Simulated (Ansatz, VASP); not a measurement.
NaScTe2: VASP beside Ansatz

```
CELL_PARAMETERS angstrom
4.72026 0.00000 0.00000
0.00000 4.72026 0.00000
0.00000 0.00000 10.08750
ATOMIC_POSITIONS crystal
Na 0.00000 0.00000 0.00000
Sc 0.50000 0.50000 0.00000
Te 0.50000 0.50000 0.25838
Te 0.50000 0.50000 0.74162
```

Alike in both runs: task single point; functional PBE; k mesh 10 × 10 × 6; occupations gaussian, width 0.1 eV; no spin polarisation.

|  | VASP | Ansatz |
| --- | --- | --- |
| version | VASP 6.6.1 | Ansatz 0.2.0 |
| potentials or method | VASP PAW PBE potentials, release 64 (Na_pv, Sc_sv, Te), cutoff 520 eV | scalar-relativistic, plane waves, PAW |
| valence electrons in the cell | 30 | 52 |

|  | VASP | Ansatz | Ansatz less VASP |
| --- | --- | --- | --- |
| gap on the k mesh at the Fermi level (eV) | none | none | - |
| pressure (GPa) | 0.0 | 0.0 | -0.02 |
| rms of the force components (eV/Å) | 0.006 | 0.000 | -0.0059 |

Atom by atom the forces differ by 0.006 eV/Å (rms over components). A gap of «none» marks a metal or a gap that the smearing closes. The functional is the same, so the differences come from potentials, cutoffs and numerics. VASP's potentials hold 30 valence electrons a cell and Ansatz's 52, so a difference there can come from the potentials and not from the codes. Ansatz's warnings: xc potential rough in thin density.

Spin-orbit coupling is off throughout.
